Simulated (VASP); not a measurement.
Wanted: the native input for a VASP 6.6.1 run.

| Quantity | Value |
| --- | --- |
| Task | single point |
| Functional | HF |
| Potentials or basis | VASP PAW PBE potentials, release 64 (Os) |
| Cutoff | 520 eV |
| k mesh | 6 × 6 × 3 |
| Occupations | fermi-dirac, width 0.05 eV |
| Spin | no spin polarisation |
| Dipole correction | no |
| Grid for exact exchange (PRECFOCK) | Normal |
| Further INCAR settings | ALGO = Normal; EDIFF = 1e-07; NBANDS = 15 |
| Share of exact exchange | 1 |

Crystal: Os.

```xyz
2
Lattice="2.7701 0.0000 0.0000 -1.3850 2.3990 0.0000 0.0000 0.0000 4.3765" Properties=species:S:1:pos:R:3 pbc="T T T"
Os    1.3850    0.7997    3.2824
Os    0.0000    1.5993    1.0941
```

These files were run (other wordings do the same):

POSCAR

```
Os
1.0
    2.7700791260      0.0000000000      0.0000000000
   -1.3850395630      2.3989588936      0.0000000000
    0.0000000000      0.0000000000      4.3765446767
Os
2
Direct
    0.6666666667      0.3333333333      0.7500000000
    0.3333333333      0.6666666667      0.2500000000
```

INCAR.step1

```
ALGO = Normal
EDIFF = 1E-5
ENCUT = 520
GGA = PE
ISIF = 2
ISMEAR = -1
LASPH = T
LREAL = F
LWAVE = T
NBANDS = 15
NELM = 60
PREC = Accurate
SIGMA = 0.05
```

INCAR.step2

```
AEXX = 1.0
AGGAC = 0.0
ALDAC = 0.0
ALGO = Normal
EDIFF = 1E-7
ENCUT = 520
GGA = PE
ISIF = 2
ISMEAR = -1
ISTART = 1
LASPH = T
LCHARG = T
LELF = T
LHFCALC = T
LREAL = F
LVHAR = T
LWAVE = F
NBANDS = 15
NELM = 60
PREC = Accurate
PRECFOCK = Normal
SIGMA = 0.05
```

KPOINTS

```
k-points
0
Gamma
  6 6 3
```

Potentials or basis: VASP PAW PBE potentials, release 64 (Os).

Launch:

```sh
$ cat potpaw_PBE.64/Os/POTCAR > POTCAR
$ cp INCAR.step1 INCAR
$ mpirun -np 1 vasp_std > vasp.out
$ cp INCAR.step2 INCAR
$ mpirun -np 1 vasp_std > vasp.out
```

It gave:

The pressure is -21.5 GPa and the band gap on the k mesh is zero (bands 8 and 9 overlap by 10.03 eV).

Caveat: the k points lie up to 0.48 Å⁻¹ apart, too coarse for converged energies and pressures of a metal; the PAW data sets were made with another functional, which shifts forces and pressure a little; spin-orbit coupling is left out, which moves the levels of the heavy elements.

Run time: 29 min on 1 thread of Intel(R) Xeon(R) Platinum 8259CL CPU @ 2.50GHz (Skylake/Cascade Lake) (shared host), peak memory 0.17 GiB.
